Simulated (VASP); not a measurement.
Set up this calculation in VASP 6.6.1, as the native input.

```
Task                   : single point
Functional             : PBEsol
Potentials or basis    : VASP PAW PBE potentials, release 64 (Se, Ti_sv)
Cutoff                 : 520 eV
k mesh                 : 10 × 10 × 4
Occupations            : fermi-dirac, width 0.05 eV
Spin                   : no spin polarisation
Hubbard terms          : Ti d U = 5.0 eV
Dipole correction      : no
Further INCAR settings : ALGO = Normal; EDIFF = 1e-07; NBANDS = 29
```

The structure of Ti3Se lies in POSCAR:

```
Ti3Se
1.0
    3.1974455988      0.0000000000      0.0000000000
   -1.5987227994      2.7690691158      0.0000000000
    0.0000000000      0.0000000000      7.9427450000
Se Ti
1 3
Direct
    0.0000000000      0.0000000000      0.0000000000
    0.6666666667      0.3333333333      0.5000000000
    0.3333333333      0.6666666667      0.7729020000
    0.3333333333      0.6666666667      0.2270980000
```

One way to write it, as run:

INCAR

```
SYSTEM = Ti3Se
PREC     = Accurate       ! precision mode
ENCUT    = 520            ! plane-wave cutoff, eV
EDIFF    = 1E-7           ! SCF threshold, eV
ISMEAR   = -1             ! smearing method
SIGMA    = 0.05           ! smearing width, eV
LREAL    = .False.        ! projectors in reciprocal space
LASPH    = .True.         ! aspherical terms in the spheres
NELM     = 150            ! most SCF steps
ALGO     = Normal         ! electronic algorithm
ISIF     = 2              ! what is computed and relaxed
LWAVE    = .False.        ! write WAVECAR
LCHARG   = .False.        ! write CHGCAR
LMAXMIX  = 4              ! l up to which the mixer works
LDAU     = .True.         ! DFT+U
LDAUTYPE = 2            
LDAUL    = -1 2           ! shell
LDAUU    = 0 5            ! U, eV
LDAUJ    = 0 0          
LDAUPRINT= 1            
GGA      = PS             ! functional
NBANDS   = 29             ! bands
```

KPOINTS

```
Automatic mesh
0
Gamma
  10 10 4
  0 0 0
```

Potentials or basis: VASP PAW PBE potentials, release 64 (Se, Ti_sv).

Launch:

```bash
$ cat potpaw_PBE.64/Se/POTCAR potpaw_PBE.64/Ti_sv/POTCAR > POTCAR
$ mpirun -np 1 vasp_std > vasp.out
```

It gave:

```
Pressure               : 3.8 GPa
Largest force          : 0.156 eV/Å
Band gap on the k mesh : zero (bands 21 and 22 overlap by 0.78 eV)
```

Caveat: the cell stands under pressure; the PAW data sets were made with another functional, which shifts forces and pressure a little; U without spin polarisation on a metal has little footing.

Run time: 96 s on 1 thread of Intel(R) Xeon(R) Platinum 8488C (Sapphire Rapids), on a shared host, peak memory 0.22 GiB.
